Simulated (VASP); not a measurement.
**SiO2: single point with PBE**

Crystal: SiO2.

```xyz
6
Lattice="-2.4074 2.4074 3.6595 2.4074 -2.4074 3.6595 2.4074 2.4074 -3.6595" Properties=species:S:1:pos:R:3 pbc="T T T"
Si    0.0000    0.0000    0.0000
Si    0.0000    2.4074    1.8297
O     1.2037    3.0028    2.7446
O     0.5954    1.2037    0.9149
O    -1.2037    1.8119    2.7446
O    -0.5954    3.6111    0.9149
```

This cell differs from its parent crystal: volume scaled by 0.91, then relaxed in part.

```json
{
  "Program": "VASP 6.6.1",
  "Task": "single point",
  "Functional": "PBE",
  "Potentials or basis": "VASP PAW PBE potentials, release 64 (Si, O)",
  "Cutoff": "520 eV",
  "k mesh": "6 × 6 × 6",
  "Occupations": "gaussian, width 0.02 eV",
  "Spin": "no spin polarisation",
  "Dipole correction": "no",
  "Further INCAR settings": "ALGO = Normal; EDIFF = 1e-07; NBANDS = 25"
}
```

* Pressure: 2.7 GPa
* Largest force: 0.006 eV/Å
* Band gap on the k mesh: 6.05 eV, direct

Forces on the atoms (eV/Å):
```
Si   0.000  0.000  0.000
Si   0.000  0.000  0.000
O    0.000  0.006  0.000
O    0.006  0.000  0.000
O    0.000 -0.006  0.000
O   -0.006  0.000  0.000
```

Levels at points of the mesh, in eV from the valence-band top:
```csv
k point,band 12,band 13,band 14,band 15,band 16,band 17,band 18,band 19,band 20,band 21
"(0.00, 0.00, 0.00)",-1.32,-1.25,-0.99,0.00,0.00,6.05,8.73,11.45,11.48,11.48
"(0.50, 0.00, 0.00)",-1.40,-1.23,-0.66,-0.24,-0.19,8.37,9.33,10.06,10.24,11.10
"(0.50, 0.50, 0.00)",-1.84,-0.71,-0.71,-0.20,-0.20,9.50,9.50,10.20,10.20,11.16
"(0.50, 0.50, 0.50)",-1.86,-1.45,-1.45,-0.13,-0.13,9.10,9.10,9.73,9.73,12.13
```

It took 32 s on 1 thread of Intel(R) Xeon(R) 6975P-C (Granite Rapids) (shared host), peak memory 0.23 GiB.

 A k mesh can miss the band edges.
